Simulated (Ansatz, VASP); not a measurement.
## Two plane-wave programs on CdF2

Contents of INCAR:

```
  PREC = Accurate
  ENCUT = 520
  EDIFF = 1E-7
  ISMEAR = 0
  SIGMA = 0.05
  LREAL = F
  LASPH = T
  NELM = 60
  ALGO = Normal
  ISIF = 2
  LWAVE = F
  LCHARG = F
  GGA = PE
  NBANDS = 20
```

KPOINTS

```
regular mesh
0
Gamma
  8 8 8
```

The input POSCAR:

```
CdF2
1.0
    0.0000000000      2.7402705265      2.7038249285
    2.7402705265      0.0000000000      2.7038249285
    2.7402705265      2.7402705265      0.0000000000
Cd F
1 2
Direct
    0.0000000000      0.0000000000      0.0000000000
    0.2500000000      0.2500000000      0.2500000000
    0.7500000000      0.7500000000      0.7500000000
```

Input for Ansatz:

```yaml
crystal:
  lattice:
    - [0.0, 2.7402705265, 2.7038249285]
    - [2.7402705265, 0.0, 2.7038249285]
    - [2.7402705265, 2.7402705265, 0.0]
  atoms:
    - { symbol: Cd, position: [0.0, 0.0, 0.0] }
    - { symbol: F, position: [0.25, 0.25, 0.25] }
    - { symbol: F, position: [0.75, 0.75, 0.75] }
basis:
  ecutwfc: 520.0
kpoints:
  mp_grid: { grid: [8, 8, 8] }
hamiltonian:
  xc: pbe
  pseudopotentials: { kind: paw }
scf:
  occupations: { method: gaussian, width: 0.05 }
output:
  forces: true
  stress: true
  eigenvalues: true
  write_density: true
  write_potential: true
  elf: true
  volumetric_format: npy
```

Change from the starting cell: engineering shear strain xy +0.0000, normal strain along z -0.0133.

Alike in both runs: task single point; functional PBE; k mesh 8 × 8 × 8; occupations gaussian, width 0.05 eV; no spin polarisation.

|  | VASP | Ansatz |
| --- | --- | --- |
| version | VASP 6.6.1 | Ansatz 0.2.0 |
| potentials or method | VASP PAW PBE potentials, release 64 (Cd, F), cutoff 520 eV | scalar-relativistic, plane waves, PAW |
| valence electrons in the cell | 26 | 34 |

|  | VASP | Ansatz | Ansatz less VASP |
| --- | --- | --- | --- |
| gap on the k mesh at the Fermi level (eV) | 2.92 | 2.96 | +0.031 |
| least direct gap on the mesh (eV) | 3.46 | 3.49 | +0.031 |
| pressure (GPa) | 1.9 | 1.3 | -0.58 |
| traceless stress, the component that is largest in VASP (GPa) | 0.94 | 0.95 | +0.014 |

VASP's potentials hold 26 valence electrons a cell and Ansatz's 34, so a difference there can come from the potentials and not from the codes.
